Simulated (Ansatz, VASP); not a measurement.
## One calculation of Al3GaN4, two programs

File INCAR:

```
SYSTEM = Al3GaN4
PREC     = Accurate       ! precision mode
ENCUT    = 520            ! plane-wave cutoff, eV
EDIFF    = 1E-6           ! SCF threshold, eV
ISMEAR   = 0              ! smearing method
SIGMA    = 0.05           ! smearing width, eV
LREAL    = .FALSE.        ! projectors in reciprocal space
LASPH    = .TRUE.         ! aspherical terms in the spheres
NELM     = 60             ! most SCF steps
ALGO     = Normal         ! electronic algorithm
ISIF     = 2              ! what is computed and relaxed
LWAVE    = .FALSE.        ! write WAVECAR
LCHARG   = .FALSE.        ! write CHGCAR
GGA      = PS             ! functional
NBANDS   = 31             ! bands
```

The input KPOINTS:

```
Automatic mesh
0
G
  6 6 6
  0 0 0
```

POSCAR

```
Al3GaN4
1.0
    4.4511896259      0.0000000000      0.0000000000
    0.0000000000      4.4511896259      0.0000000000
    0.0000000000      0.0000000000      4.4511896259
Al Ga N
3 1 4
Direct
    0.5000000000      0.5000000000      0.0000000000
    0.5000000000      0.0000000000      0.5000000000
    0.0000000000      0.5000000000      0.5000000000
    0.0000000000      0.0000000000      0.0000000000
    0.7447140287      0.7447140287      0.2552859713
    0.7447140287      0.2552859713      0.7447140287
    0.2552859713      0.7447140287      0.7447140287
    0.2552859713      0.2552859713      0.2552859713
```

Input for Ansatz:

```yaml
crystal:
  lattice:
    - [4.4511896259, 0.0, 0.0]
    - [0.0, 4.4511896259, 0.0]
    - [0.0, 0.0, 4.4511896259]
  atoms:
    - { symbol: Al, position: [0.5, 0.5, 0.0] }
    - { symbol: Al, position: [0.5, 0.0, 0.5] }
    - { symbol: Al, position: [0.0, 0.5, 0.5] }
    - { symbol: Ga, position: [0.0, 0.0, 0.0] }
    - { symbol: "N", position: [0.7447140287, 0.7447140287, 0.2552859713] }
    - { symbol: "N", position: [0.7447140287, 0.2552859713, 0.7447140287] }
    - { symbol: "N", position: [0.2552859713, 0.7447140287, 0.7447140287] }
    - { symbol: "N", position: [0.2552859713, 0.2552859713, 0.2552859713] }
basis:
  ecutwfc: 520.0
kpoints:
  mp_grid: { grid: [6, 6, 6] }
hamiltonian:
  xc: pbesol
scf:
  occupations: { method: gaussian, width: 0.05 }
output:
  forces: true
  stress: true
  eigenvalues: true
  write_density: true
  write_potential: true
  elf: true
  volumetric_format: npy
```

Change from the starting cell: equal engineering shear yz, xz and xy +0.0000, equal normal strain along x, y and z +0.0100.

Alike in both runs: task single point; functional PBEsol; k mesh 6 × 6 × 6; occupations gaussian, width 0.05 eV; no spin polarisation.

|  | VASP | Ansatz |
| --- | --- | --- |
| version | VASP 6.6.1 | Ansatz 0.2.0 |
| potentials or method | VASP PAW PBE potentials, release 64 (Al, Ga_d, N), cutoff 520 eV | scalar-relativistic, plane waves, PAW |
| valence electrons in the cell | 42 | 42 |

```tsv
	VASP	Ansatz	Ansatz less VASP
gap on the k mesh at the Fermi level (eV)	3.19	3.18	-0.014
least direct gap on the mesh (eV)	3.19	3.18	-0.014
pressure (GPa)	-5.6	-5.6	+0.09
```

VASP's potentials were made for PBE, not for PBEsol.
